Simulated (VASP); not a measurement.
Input of a VASP 6.6.1 run:

File POSCAR:

```
RbBr
1.0
   -0.0986335441      3.4608261073      3.4608261073
    3.4608261073     -0.0986335441      3.4608261073
    3.3621925632      3.3621925632      0.0000000000
Rb Br
1 1
Direct
    0.0000000000      0.0000000000      0.0000000000
    0.5000000000      0.5000000000      0.5000000000
```

Contents of INCAR.step1:

```
  PREC = Accurate
  ENCUT = 520
  EDIFF = 1E-5
  ISMEAR = 0
  SIGMA = 0.01
  LREAL = False
  LASPH = True
  NELM = 80
  ALGO = Normal
  ISIF = 2
  LWAVE = True
  NBANDS = 15
  GGA = PE
```

The input INCAR.step2:

```
  PREC = Accurate
  ENCUT = 520
  EDIFF = 1E-6
  ISMEAR = 0
  SIGMA = 0.01
  LREAL = False
  LASPH = True
  NELM = 80
  ALGO = Normal
  ISIF = 2
  LWAVE = False
  LCHARG = True
  GGA = PE
  LHFCALC = True
  HFSCREEN = 0.2079
  PRECFOCK = Normal
  LELF = True
  LVHAR = True
  NBANDS = 15
  ISTART = 1
```

The input KPOINTS:

```
regular mesh
0
Gamma
  4 4 4
```

Potentials or basis: VASP PAW PBE potentials, release 64 (Rb_sv, Br).

Run with:

```console
$ cat potpaw_PBE.64/Rb_sv/POTCAR potpaw_PBE.64/Br/POTCAR > POTCAR
$ cp INCAR.step1 INCAR
$ mpirun -np 1 vasp_std > vasp.out
$ cp INCAR.step2 INCAR
$ mpirun -np 1 vasp_std > vasp.out
```

What does it give for the band gap on the k mesh?

5.38 eV, direct.

Predict the pressure.

0.3 GPa.

Stress tensor (GPa, compression positive):
```
0.31 0.24 0.00
0.24 0.31 0.00
0.00 0.00 0.30
```

Caveat: the cell differs from its parent crystal (shear xy strain -5.7%); the PAW data sets were made with another functional, which shifts forces and pressure a little.
